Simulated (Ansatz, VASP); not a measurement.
LiMgBN2 in VASP and in Ansatz

```
Li Mg B N
1.0
    -1.97364    1.97364    4.62133
     1.97364   -1.97364    4.62133
     1.97364    1.97364   -4.62133
Li Mg B N
1 1 1 2
Direct
  0.25000 0.75000 0.50000
  0.75000 0.25000 0.50000
  0.50000 0.50000 0.00000
  0.64264 0.64264 0.00000
  0.35736 0.35736 0.00000
```

Alike in both runs: task single point; functional PBEsol; k mesh 8 × 8 × 8; occupations gaussian, width 0.05 eV; no spin polarisation.

```csv
,VASP,Ansatz
version,VASP 6.6.1,Ansatz 0.2.0
potentials or method,"VASP PAW PBE potentials, release 64 (Li_sv, Mg, B, N), cutoff 520 eV","scalar-relativistic, plane waves, PAW"
valence electrons in the cell,18,26
```

Ansatz gave:

* gap on the k mesh at the Fermi level (eV): 2.31
* least direct gap on the mesh (eV): 3.10
* rms of the force components (eV/Å): 0.937

Problem. What did VASP give for the same quantities?

Solution. gap on the k mesh at the Fermi level (eV): 2.31; least direct gap on the mesh (eV): 3.09; rms of the force components (eV/Å): 0.944.

VASP's potentials were made for PBE, not for PBEsol. Atom by atom the forces differ by 0.007 eV/Å (rms over components). VASP's potentials hold 18 valence electrons a cell and Ansatz's 26, so a difference there can come from the potentials and not from the codes.

Noted on VASP's run: the cutoff is short for stress, so the pressure is rough.
